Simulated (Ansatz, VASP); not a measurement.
## CdF2: VASP beside Ansatz

File POSCAR:

```
CdF2
1.0
    0.0000000000      2.6391790280      2.6391790280
    2.6391790280      0.0000000000      2.6391790280
    2.6391790280      2.6391790280      0.0000000000
Cd F
1 2
Direct
    0.0000000000      0.0000000000      0.0000000000
    0.2500000000      0.2500000000      0.2500000000
    0.7500000000      0.7500000000      0.7500000000
```

Contents of INCAR.step1:

```
SYSTEM = CdF2
PREC = Accurate
ENCUT = 660
ISMEAR = 0
SIGMA = 0.01
LREAL = .FALSE.
LASPH = .TRUE.
NELM = 120
NBANDS = 24
GGA = PE
ALGO = Normal
EDIFF = 1E-5
LWAVE = .TRUE.
LCHARG = .FALSE.
GGA_COMPAT = .FALSE.
```

File INCAR.step2:

```
SYSTEM = CdF2
PREC = Accurate
ENCUT = 660
EDIFF = 1E-6
ISMEAR = 0
SIGMA = 0.01
LREAL = .FALSE.
LASPH = .TRUE.
NELM = 120
ALGO = Normal
ISIF = 2
LWAVE = .FALSE.
LCHARG = .FALSE.
METAGGA = R2SCAN
LMIXTAU = .TRUE.
NBANDS = 24
ISTART = 1
GGA_COMPAT = .FALSE.
```

KPOINTS

```
regular mesh
0
G
  6 6 6
  0 0 0
```

Input for Ansatz:

```yaml
crystal:
  lattice:
    - [0.0, 2.639179028, 2.639179028]
    - [2.639179028, 0.0, 2.639179028]
    - [2.639179028, 2.639179028, 0.0]
  atoms:
    - { symbol: Cd, position: [0.0, 0.0, 0.0] }
    - { symbol: F, position: [0.25, 0.25, 0.25] }
    - { symbol: F, position: [0.75, 0.75, 0.75] }
kpoints:
  mp_grid: { grid: [6, 6, 6] }
hamiltonian:
  xc: r2scan
scf:
  occupations: { method: fixed }
  n_extra_bands: 4
output:
  forces: true
  stress: true
  eigenvalues: true
```

Alike in both runs: task single point; functional r2SCAN; k mesh 6 × 6 × 6; no spin polarisation.

```csv
,VASP,Ansatz
version,VASP 6.6.1,Ansatz 0.2.0
potentials or method,"VASP PAW PBE potentials, release 64 (Cd_sv_GW, F)","plane waves, PAW"
plane-wave cutoff (eV),660,500
occupations,"gaussian, width 0.01 eV",fixed
valence electrons in the cell,34,34
```

```csv
,VASP,Ansatz,Ansatz less VASP
gap on the k mesh at the Fermi level (eV),4.04,4.05,+0.008
pressure (GPa),7.5,8.1,+0.57
```

VASP's potentials were made for PBE, not for r2SCAN.
